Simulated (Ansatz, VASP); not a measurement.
# MoSe4 in VASP and in Ansatz

```
Mo Se
1.0
     5.87754    0.00000    0.00000
     2.93877   -6.16130    0.00000
     2.26951    0.00000   -6.02516
Mo Se
2 8
Direct
  0.08497 0.83006 0.75000
  0.91503 0.16994 0.25000
  0.31029 0.87623 0.35066
  0.81347 0.87623 0.14934
  0.68971 0.12377 0.64934
  0.18653 0.12377 0.85066
  0.48113 0.55514 0.79291
  0.96373 0.55514 0.70709
  0.51887 0.44486 0.20709
  0.03627 0.44486 0.29291
```

Alike in both runs: functional r2SCAN; k mesh 4 × 4 × 3; occupations fermi-dirac, width 0.0392 eV; no spin polarisation.

Ansatz relaxed the structure, and its values are those at the end. VASP's run is a single point on that final structure, the one shown.

```csv
,VASP,Ansatz
version,VASP 6.6.1,Ansatz 0.2.0
potentials or method,"VASP PAW PBE potentials, release 64 (Mo_sv, Se), cutoff 520 eV",PAW plane waves
valence electrons in the cell,76,156
```

Ansatz gave:

| Property | Result |
| --- | --- |
| pressure (GPa) | 7.4 |
| rms of the force components (eV/Å) | 0.005 |

**Question.** Which values does VASP return?

**Answer.** Pressure (GPa): 7.5; rms of the force components (eV/Å): 0.008.

VASP's potentials were made for PBE, not for r2SCAN. VASP's potentials hold 76 valence electrons a cell and Ansatz's 156, so a difference there can come from the potentials and not from the codes. Ansatz's warnings: stress scf threshold loose.
